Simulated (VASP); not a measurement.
Write the native input for VASP 6.6.1 that does the following.

| Quantity | Value |
| --- | --- |
| Task | relaxation of cell and atoms |
| Functional | PBE |
| Potentials or basis | VASP PAW PBE potentials, release 64 (Mg, O) |
| Cutoff | 600 eV |
| k mesh | 8 × 8 × 8 |
| Occupations | gaussian, width 0.01 eV |
| Spin | no spin polarisation |
| Dipole correction | no |
| Further INCAR settings | ALGO = Normal; EDIFF = 1e-07; IBRION = 2; EDIFFG = -0.001; NSW = 80; ISIF = 3 |

The structure of MgO lies in POSCAR:

```
MgO
1.0
    0.0000000000      2.3061620622      2.3061620622
    2.3061620622      0.0000000000      2.3061620622
    2.3061620622      2.3061620622      0.0000000000
Mg O
1 1
Direct
    0.5000000000      0.5000000000      0.5000000000
    0.2500000000      0.2500000000      0.2500000000
```

One way to write it, as run:

INCAR

```
SYSTEM = MgO
  PREC = Accurate
  ENCUT = 600
  EDIFF = 1E-7
  ISMEAR = 0
  SIGMA = 0.01
  LREAL = .False.
  LASPH = .True.
  NELM = 100
  ALGO = Normal
  ISIF = 3
  LWAVE = .False.
  LCHARG = .False.
  GGA = PE
  IBRION = 2
  NSW = 80
  EDIFFG = -0.001
```

KPOINTS

```
Automatic mesh
0
Gamma
  8 8 8
  0 0 0
```

Potentials or basis: VASP PAW PBE potentials, release 64 (Mg, O).

Launch:

```sh
$ cat potpaw_PBE.64/Mg/POTCAR potpaw_PBE.64/O/POTCAR > POTCAR
$ mpirun -np 1 vasp_std > vasp.out
```

Results of the run:

```json
{
 "Relaxed volume": "12.21 Å³/atom",
 "Relaxed cell": "a = 3.256 Å, b = 3.256 Å, c = 3.256 Å, α = 60.00°, β = 60.00°, γ = 60.00°",
 "Space group after relaxing (to 0.05 Å)": "F-43m (No. 216)",
 "Energy gained by relaxing": "0.1 meV/atom",
 "Ionic steps": "3",
 "Pressure after relaxing": "0.0 GPa",
 "Band gap on the k mesh": "3.49 eV, direct"
}
```

Run time: 23 s on 1 thread of Intel Xeon 8259CL, with other jobs on the host, peak memory 0.17 GiB.
